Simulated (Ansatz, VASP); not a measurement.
# Hf: VASP beside Ansatz

INCAR

```
PREC = Accurate ; ENCUT = 520
EDIFF = 1E-6 ; ISMEAR = -1
SIGMA = 0.05 ; LREAL = False
LASPH = True ; NELM = 80
ALGO = Normal ; ISIF = 2
LWAVE = False ; LCHARG = False
GGA = PE ; NBANDS = 11
```

The input KPOINTS:

```
regular mesh
0
Gamma
  10 10 10
```

The input POSCAR:

```
Hf
1.0
    0.0000000000      2.2051002222      2.2051002222
    2.2051002222      0.0000000000      2.2051002222
    2.2051002222      2.2051002222      0.0000000000
Hf
1
Direct
    0.0000000000      0.0000000000      0.0000000000
```

Contents of input.yaml:

```yaml
crystal:
  lattice:
    - [0.0, 2.2051002222, 2.2051002222]
    - [2.2051002222, 0.0, 2.2051002222]
    - [2.2051002222, 2.2051002222, 0.0]
  atoms:
    - { symbol: Hf, position: [0.0, 0.0, 0.0] }
kpoints:
  mp_grid: { grid: [10, 10, 10] }
scf:
  occupations: { method: fermi_dirac, width: 0.05 }
hamiltonian:
  xc: pbe
  pseudopotentials: { kind: all_electron, lapw: { basis_error: 0.0005 } }
output:
  forces: true
  stress: true
  eigenvalues: true
```

Change from the starting cell: volume scaled by 0.98.

Alike in both runs: task single point; functional PBE; k mesh 10 × 10 × 10; occupations fermi-dirac, width 0.05 eV; no spin polarisation.

|  | VASP | Ansatz |
| --- | --- | --- |
| version | VASP 6.6.1 | Ansatz 0.2.0 |
| potentials or method | VASP PAW PBE potentials, release 64 (Hf_pv), cutoff 520 eV | all-electron LAPW, scalar-relativistic |

Ansatz gave:

* gap on the k mesh at the Fermi level (eV): none
* pressure (GPa): 5.5

Question: Estimate VASP's values.

Answer: gap on the k mesh at the Fermi level (eV): none; pressure (GPa): 5.0.

A gap of «none» marks a metal or a gap that the smearing closes. Ansatz ran all-electron here, and VASP with PAW potentials.

Neither program's run includes spin-orbit coupling.
